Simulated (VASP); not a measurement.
# Si (Fd-3m) in VASP: single point with r2SCAN

Aim: the single point of Si with r2SCAN.

Everything below comes from runs of VASP 6.6.1. Logs are shortened: lines on timing, memory, paths and dates and some standing lists are left out, and cuts for length are marked.

## 1. The cell of the first run

The structure is cubic, space group Fd-3m (No. 227). Conventional cell: a = 5.444 Å, b = 5.444 Å, c = 5.444 Å, α = 90.00°, β = 90.00°, γ = 90.00°. Si (site symmetry -43m) has 4 Si at 2.36 Å within 3.1 Å.

## 2. Single point, r2SCAN

Input file POSCAR:

```
Si
1.0
    5.4437023800     -5.4437023800      5.4437023800
    5.4437023800      5.4437023800     -5.4437023800
   -5.4437023800      5.4437023800      5.4437023800
Si
32
Direct
    0.0000000000      0.5000000000      0.7500000000
    0.2500000000      0.2500000000      0.7500000000
    0.5000000000      0.0000000000      0.7500000000
    0.7500000000      0.5000000000      0.0000000000
    0.7500000000      0.7500000000      0.7500000000
    0.0000000000      0.2500000000      0.0000000000
    0.2500000000      0.0000000000      0.0000000000
    0.5000000000      0.5000000000      0.2500000000
    0.5000000000      0.7500000000      0.0000000000
    0.7500000000      0.2500000000      0.2500000000
    0.0000000000      0.0000000000      0.2500000000
    0.2500000000      0.5000000000      0.5000000000
    0.2500000000      0.7500000000      0.2500000000
    0.5000000000      0.2500000000      0.5000000000
    0.7500000000      0.0000000000      0.5000000000
    0.0000000000      0.7500000000      0.5000000000
    0.7500000000      0.2500000000      0.5000000000
    0.0000000000      0.0000000000      0.5000000000
    0.2500000000      0.7500000000      0.5000000000
    0.5000000000      0.2500000000      0.7500000000
    0.5000000000      0.5000000000      0.5000000000
    0.7500000000      0.0000000000      0.7500000000
    0.0000000000      0.7500000000      0.7500000000
    0.2500000000      0.2500000000      0.0000000000
    0.2500000000      0.5000000000      0.7500000000
    0.5000000000      0.0000000000      0.0000000000
    0.7500000000      0.7500000000      0.0000000000
    0.0000000000      0.2500000000      0.2500000000
    0.0000000000      0.5000000000      0.0000000000
    0.2500000000      0.0000000000      0.2500000000
    0.5000000000      0.7500000000      0.2500000000
    0.7500000000      0.5000000000      0.2500000000
```

Input file INCAR.step1:

```
PREC = Accurate ; ENCUT = 520
ISMEAR = 0 ; SIGMA = 0.01
LREAL = Auto ; LASPH = T
NELM = 100 ; NBANDS = 86
GGA = PE ; ALGO = Normal
EDIFF = 1E-4 ; LWAVE = T
LCHARG = F
```

Input file INCAR.step2:

```
PREC = Accurate ; ENCUT = 520
EDIFF = 1E-6 ; ISMEAR = 0
SIGMA = 0.01 ; LREAL = Auto
LASPH = T ; NELM = 100
ALGO = Normal ; ISIF = 2
LWAVE = F ; LCHARG = F
METAGGA = R2SCAN ; LMIXTAU = T
NBANDS = 86 ; ISTART = 1
```

Input file KPOINTS:

```
Automatic mesh
0
Gamma
  2 2 2
  0.5 0.5 0.5
```

Potentials or basis: VASP PAW PBE potentials, release 64 (Si).

Launch:

```console
$ cat potpaw_PBE.64/Si/POTCAR > POTCAR
$ cp INCAR.step1 INCAR
$ mpirun -np 1 vasp_std > vasp.out
$ cp INCAR.step2 INCAR
$ mpirun -np 1 vasp_std > vasp.out
```

OUTCAR:

```text
PREC = Accurate
   ENCUT = 520
   EDIFF = 1E-6
   ISMEAR = 0
   LREAL = Auto
   LASPH = T
   NELM = 100
   ISIF = 2
   METAGGA = R2SCAN
   ISTART = 1

 ion  position               nearest neighbor table
   1  0.000  0.500  0.750-  17 2.36  23 2.36  25 2.36  29 2.36
   2  0.250  0.250  0.750-  18 2.36  20 2.36  24 2.36  25 2.36
   3  0.500  0.000  0.750-  19 2.36  20 2.36  22 2.36  26 2.36
   4  0.750  0.500  0.000-  20 2.36  27 2.36  29 2.36  32 2.36
   5  0.750  0.750  0.750-  21 2.36  22 2.36  23 2.36  27 2.36
   6  0.000  0.250  0.000-  22 2.36  24 2.36  28 2.36  29 2.36
[... 24 lines left out ...]
  31  0.500  0.750  0.250-   8 2.36   9 2.36  13 2.36  15 2.36
  32  0.750  0.500  0.250-   4 2.36   8 2.36  10 2.36  16 2.36

  LATTYP: Found a body centered cubic cell.
 ALAT       =    10.8874047600

  Lattice vectors:

 A1 = (   5.4437023800,  -5.4437023800,   5.4437023800)
 A2 = (   5.4437023800,   5.4437023800,  -5.4437023800)
 A3 = (  -5.4437023800,   5.4437023800,   5.4437023800)

Analysis of symmetry for initial positions (statically):
=====================================================================
 Subroutine PRICEL returns following result:

  LATTYP: Found a face centered cubic cell.
 ALAT       =     5.4437023800

  Lattice vectors:

 A1 = (   0.0000000000,   2.7218511900,  -2.7218511900)
 A2 = (  -2.7218511900,  -0.0000000000,  -2.7218511900)
 A3 = (  -2.7218511900,   2.7218511900,   0.0000000000)

  16 primitive cells build up your supercell.

 Routine SETGRP: Setting up the symmetry group for a
 body centered cubic supercell.

 Subroutine GETGRP returns: Found 48 space group operations
 (whereof 24 operations were pure point group operations)
 out of a pool of 48 trial point group operations.

The static configuration has the point symmetry T_d .
 The point group associated with its full space group is O_h .

Analysis of symmetry for dynamics (positions and initial velocities):
=====================================================================
 Subroutine PRICEL returns following result:

  LATTYP: Found a face centered cubic cell.
 ALAT       =     5.4437023800

  Lattice vectors:

 A1 = (   0.0000000000,   2.7218511900,  -2.7218511900)
 A2 = (  -2.7218511900,  -0.0000000000,  -2.7218511900)
 A3 = (  -2.7218511900,   2.7218511900,   0.0000000000)

  16 primitive cells build up your supercell.

 Routine SETGRP: Setting up the symmetry group for a
 body centered cubic supercell.

 Subroutine GETGRP returns: Found 48 space group operations
 (whereof 24 operations were pure point group operations)
 out of a pool of 48 trial point group operations.

The dynamic configuration has the point symmetry T_d .
 The point group associated with its full space group is O_h .

 Subroutine INISYM returns: Found 48 space group operations
 (whereof 24 operations are pure point group operations),
 and found    16 'primitive' translations

----------------------------------------------------------------------------------------

                                     Primitive cell

  volume of cell :      40.3295

  direct lattice vectors                    reciprocal lattice vectors
     0.000000000  2.721851190 -2.721851190     0.183698507  0.183698507 -0.183698507
    -2.721851190 -0.000000000 -2.721851190    -0.183698507 -0.183698507 -0.183698507
    -2.721851190  2.721851190  0.000000000    -0.183698507  0.183698507  0.183698507

  length of vectors
     3.849278868  3.849278868  3.849278868     0.318175147  0.318175147  0.318175147

  position of ions in fractional coordinates (direct lattice)
     0.750000000  0.750000000  0.750000000
     0.500000000  0.500000000  0.500000000

  ion indices of the primitive-cell ions
   primitive index   ion index
                 1           1
                 2          25

----------------------------------------------------------------------------------------

 KPOINTS: Automatic mesh

Automatic generation of k-mesh.
 Grid dimensions read from file:
 generate k-points for:    2    2    2

 Generating k-lattice:

  Cartesian coordinates                     Fractional coordinates (reciprocal lattice)
     0.045924627  0.000000000  0.045924627     0.500000000  0.000000000  0.000000000
     0.045924627  0.045924627  0.000000000     0.000000000  0.500000000  0.000000000
     0.000000000  0.045924627  0.045924627     0.000000000  0.000000000  0.500000000

  Length of vectors
     0.064947230  0.064947230  0.064947230

  Shift w.r.t. Gamma in fractional coordinates (k-lattice)
     0.500000000  0.500000000  0.500000000

 Subroutine IBZKPT returns following result:
 ===========================================

 Found      2 irreducible k-points:

 Following reciprocal coordinates:
            Coordinates               Weight
  0.250000  0.250000  0.250000      2.000000
 -0.250000  0.250000  0.250000      6.000000
   k-points           NKPTS =      2   k-points in BZ     NKDIM =      2   number of bands    NBANDS=     86
   number of dos      NEDOS =    301   number of ions     NIONS =     32
   total plane-waves  NPLWV = 343000
   dimension x,y,z NGX =    70 NGY =   70 NGZ =   70
   dimension x,y,z NGXF=   140 NGYF=  140 NGZF=  140
   ions per type =              32
   NGX,Y,Z   is equivalent  to a cutoff of  12.34, 12.34, 12.34 a.u.
   NGXF,Y,Z  is equivalent  to a cutoff of  24.68, 24.68, 24.68 a.u.
 SYSTEM =  unknown system
   PREC   = accura    normal or accurate (medium, high low for compatibility)
   ISTART =      1    job   : 0-new  1-cont  2-samecut
   ICHARG =      0    charge: 1-file 2-atom 10-const
   ISPIN  =      1    spin polarized calculation?
   LNONCOLLINEAR =      F non collinear calculations
   LSORBIT =      F    spin-orbit coupling
   LASPH  =      T    aspherical Exc in radial PAW
   ENCUT  =  520.0 eV  38.22 Ry    6.18 a.u.  17.53 17.53 17.53*2*pi/ulx,y,z
   NELM   =    100;   NELMIN=  2; NELMDL=  0     # of ELM steps
   EDIFF  = 0.1E-05   stopping-criterion for ELM
   LREAL  =      T    real-space projection
   EDIFFG = 0.1E-04   stopping-criterion for IOM
   NSW    =      0    number of steps for IOM
   IBRION =     -1    ionic relax: 0-MD 1-quasi-New 2-CG
   NFREE  =      0    steps in history (QN), initial steepest desc. (CG)
   ISIF   =      2    stress and relaxation
   ISYM   =      2    0-nonsym 1-usesym 2-fastsym
   POTIM  = 0.5000    time-step for ionic-motion
   TEBEG  =    0.0;   TEEND  =   0.0 temperature during run
   PSTRESS=    0.0 pullay stress
   NELECT =     128.0000    total number of electrons
   NUPDOWN=      -1.0000    fix difference up-down
   EMIN   =  10.00;   EMAX   =-10.00  energy-range for DOS
   EFERMI =   0.00;   METHOD = LEGACY
   ISMEAR =     0;   SIGMA  =   0.01  broadening in eV -4-tet -1-fermi 0-gaus
   EFERMI_NEDOS =   21; number of points for ismear=-14 and -15
   IALGO  =     38    algorithm
   IMIX   =      4    mixing-type and parameters
     AMIX     =   0.40;   BMIX     =  1.00
     AMIX_MAG =   1.60;   BMIX_MAG =  1.00
  volume/ion in A,a.u.               =      20.16       136.08
  Fermi-wavevector in a.u.,A,eV,Ry     =   0.954766  1.804247 12.402783  0.911579
  Thomas-Fermi vector in A             =   2.083543
   LORBIT       =      0    0 simple, 1 ext, 2 COOP (PROOUT), +10 PAW based schemes
   METAGGA = R2SCAN    functional components
   LHFCALC =     F    Hartree Fock is set to
   AEXX    =    0.0000 exact exchange contribution
   IVDW    =     0    specifies the selected vdW correction
   LEPSILON=     F    determine dielectric tensor
   LRPA    =     F    only Hartree local field effects (RPA)
 non-spin polarized calculation
 Gauss-broadening in eV      SIGMA  =   0.01
  energy-cutoff  :      520.00
  volume of cell :      645.27
 maximum number of plane-waves:     17388
 NGX is ok and might be reduce to    70
   NGX = 35   NGY = 35   NGZ = 35

 number of electron     127.9999998 magnetization

 Free energy of the ion-electron system (eV)
  ---------------------------------------------------
  ext. energy  EPLUGINS =         0.00000000
  ---------------------------------------------------
  free energy    TOTEN  =      -280.76062668 eV

  energy without entropy =     -280.76062668  energy(sigma->0) =     -280.76062668

 E-fermi :   4.9229     XC(G=0):  -9.8257

 val. band max:        4.8665214177   @ k =   0.2500   0.2500   0.2500
 cond. band min:       6.4914607461   @ k =  -0.2500   0.2500   0.2500
 fundamental gap:      1.6249393284
 Fermi energy:         4.9228789333

 k-point     1 :       0.2500    0.2500    0.2500
  band No.  band energies     occupation
      1      -5.9728      2.00000
      2      -5.9728      2.00000
      3      -5.9728      2.00000
      4      -5.9728      2.00000
      5      -3.9662      2.00000
      6      -3.9662      2.00000
[... 68 lines left out ...]
     75       7.4309      0.00000
     76       7.4309      0.00000

 k-point     2 :      -0.2500    0.2500    0.2500
  band No.  band energies     occupation
      1      -6.5237      2.00000
      2      -5.4183      2.00000
      3      -5.4183      2.00000
      4      -5.4183      2.00000
      5      -5.4183      2.00000
      6      -4.5377      2.00000
[... 68 lines left out ...]
     75       8.3271      0.00000
     76       8.3563      0.00000
 [bands above 76 left out]

------------------------ aborting loop because EDIFF is reached ----------------------------------------

  FORCE on cell =-STRESS in cart. coord.  units (eV):
  Direction    XX          YY          ZZ          XY          YZ          ZX
  --------------------------------------------------------------------------------------
  -------------------------------------------------------------------------------------
  Total       -0.7518748     -0.7518748     -0.7518748     -0.0000000     -0.0000000      0.0000000
  in kB       -1.8668654     -1.8668654     -1.8668654     -0.0000000     -0.0000000      0.0000000
  external PRESSURE =      -1.8668654 kB  Pullay stress =       0.0000000 kB

 VOLUME and BASIS-vectors are now :
 -----------------------------------------------------------------------------
  energy-cutoff  :      520.00
  volume of cell :      645.27
      direct lattice vectors                 reciprocal lattice vectors
     5.443702380 -5.443702380  5.443702380     0.091849254  0.000000000  0.091849254
     5.443702380  5.443702380 -5.443702380     0.091849254  0.091849254  0.000000000
    -5.443702380  5.443702380  5.443702380     0.000000000  0.091849254  0.091849254

 POSITION                                       TOTAL-FORCE (eV/Angst)
 -----------------------------------------------------------------------------------
     -1.36093      6.80463      1.36093        -0.000000      0.000000      0.000000
     -1.36093      4.08278      4.08278        -0.000000      0.000000      0.000000
     -1.36093      1.36093      6.80463        -0.000000      0.000000      0.000000
      6.80463     -1.36093      1.36093         0.000000      0.000000      0.000000
      4.08278      4.08278      4.08278        -0.000000      0.000000      0.000000
      1.36093      1.36093     -1.36093        -0.000000      0.000000      0.000000
[... 24 lines left out ...]
      5.44370      2.72185      0.00000         0.000000     -0.000000     -0.000000
      5.44370      0.00000      2.72185        -0.000000     -0.000000     -0.000000
 -----------------------------------------------------------------------------------
    total drift:                               -0.000000     -0.000000      0.000000

  FREE ENERGIE OF THE ION-ELECTRON SYSTEM (eV)
  ---------------------------------------------------
  free  energy   TOTEN  =      -280.7606266785 eV

  energy  without entropy=     -280.7606266785  energy(sigma->0) =     -280.76062668
```

It took 33 min on 1 thread of Intel Xeon 8259CL, shared host; peak memory 0.78 GiB.

What came out:

```
Free energy            : -280.7606 eV
Pressure               : -0.2 GPa
Band gap on the k mesh : 1.62 eV
```

Caveat: the PAW data sets were made with another functional, which shifts forces and pressure a little; a shifted mesh leaves out Γ, where band edges can lie. A k mesh can miss the band edges.
